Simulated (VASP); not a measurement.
A run of VASP 6.6.1 is set up as follows.

File INCAR:

```
SYSTEM = H3C3NO2
PREC     = Accurate       ! precision mode
ENCUT    = 1000           ! plane-wave cutoff, eV
EDIFF    = 1E-6           ! SCF threshold, eV
ISMEAR   = -1             ! smearing method
SIGMA    = 0.02           ! smearing width, eV
LREAL    = Auto         
LASPH    = .TRUE.         ! aspherical terms in the spheres
NELM     = 120            ! most SCF steps
ALGO     = Normal         ! electronic algorithm
ISIF     = 2              ! what is computed and relaxed
LWAVE    = .FALSE.        ! write WAVECAR
LCHARG   = .FALSE.        ! write CHGCAR
GGA      = PE             ! functional
IVDW     = 12             ! dispersion correction
NBANDS   = 67             ! bands
GGA_COMPAT= .FALSE.
```

KPOINTS

```
regular mesh
0
G
  1 1 1
  0 0 0
```

POSCAR

```
H3C3NO2
1.0
    7.4476350000      0.0000000000      0.0000000000
    0.0000000000      7.4476350000      0.0000000000
    0.0000000000      0.0000000000      7.4476350000
C N H O
9 3 9 6
Direct
    0.7788512729      0.7528698708      0.6540465530
    0.7726748156      0.9474819859      0.6862984021
    0.4674235512      0.0979908387      0.2894073085
    0.5790294503     -0.0099763213      0.1665897966
   -0.0456386490      0.2293614013      0.3250159279
    0.0990112969      0.3534142046      0.3837594082
    0.2270653704      0.7861690322      0.5772570756
    0.3529979651      0.2329464320      0.8234023284
    0.6418681904      0.4724989879      0.1016430048
    0.7874311778      1.1026721906      0.7076743154
    0.6740529040     -0.0853291011      0.0735535509
    0.2082137484      0.4649395412      0.3945950627
    0.8218850682      0.7487209027      0.5160564394
    0.8833945273      0.6784569867      0.7327023948
    0.6479103769      0.6889435371      0.6481386373
    0.3301450729      0.0442153784      0.2933145891
    0.5174260017      0.1055637125      0.4300962655
    0.4513781892      0.2330404216      0.2445474302
    0.0150786122      0.1096589723      0.2867487464
   -0.1455361333      0.1855085541      0.4290355260
   -0.1159562734      0.2859968299      0.2136382892
    0.3259826777      0.7335483009      0.6888092663
    0.1267516467      0.8242616616      0.4665642180
    0.3995362286      0.1169901586      0.7259888542
    0.2785716540      0.3474257264      0.8978286396
    0.7058616594      0.4401531493     -0.0380389211
    0.5931010314      0.5226088550      0.2473536901
```

Potentials or basis: VASP PAW PBE potentials, release 64 (C_h, N_h, H_h, O_h).

Launch:

```bash
$ cat potpaw_PBE.64/C_h/POTCAR potpaw_PBE.64/N_h/POTCAR potpaw_PBE.64/H_h/POTCAR potpaw_PBE.64/O_h/POTCAR > POTCAR
$ mpirun -np 1 vasp_gam > vasp.out
```

(1) Predict the largest force.

(2) Predict the dispersion energy per atom.

(3) What does it give for the pressure?

Results:

(1) 3.799 eV/Å.

(2) -0.050 eV.

(3) 0.5 GPa.

Caveat: the k points lie up to 0.84 Å⁻¹ apart, too coarse for converged energies, forces and pressures; the atoms stand as in a frame of molecular dynamics.
